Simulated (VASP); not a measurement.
Rh, 2 atoms in the cell. It takes space group P6_3/mmc (No. 194, hexagonal). Conventional cell: a = 2.740 Å, b = 2.740 Å, c = 4.443 Å, α = 90.00°, β = 90.00°, γ = 120.00°. Rh (site symmetry -6m2) has 12 Rh at 2.73 to 2.74 Å within 3.6 Å. 

- Program: VASP 6.6.1
- Task: single point
- Functional: r2SCAN
- Potentials or basis: VASP PAW PBE potentials, release 64 (Rh_pv)
- Cutoff: 520 eV
- k mesh: 12 × 12 × 7
- Occupations: methfessel-paxton, width 0.15 eV
- Spin: no spin polarisation
- Dipole correction: no
- Further INCAR settings: ALGO = Normal; EDIFF = 1e-06; NBANDS = 22

Potentials or basis: VASP PAW PBE potentials, release 64 (Rh_pv).

The run is started by

```console
$ cat potpaw_PBE.64/Rh_pv/POTCAR > POTCAR
$ cp INCAR.step1 INCAR
$ mpirun -np 1 vasp_std > vasp.out
$ cp INCAR.step2 INCAR
$ mpirun -np 1 vasp_std > vasp.out
```

Hardware: 1 thread of Intel(R) Xeon(R) Platinum 8559C (Emerald Rapids) (shared host).

Question: How long does it take, and how much memory?

Answer: Run time: 66 s on 1 thread of Intel(R) Xeon(R) Platinum 8559C (Emerald Rapids), on a shared host, peak memory 0.17 GiB. Counts: k points 76.
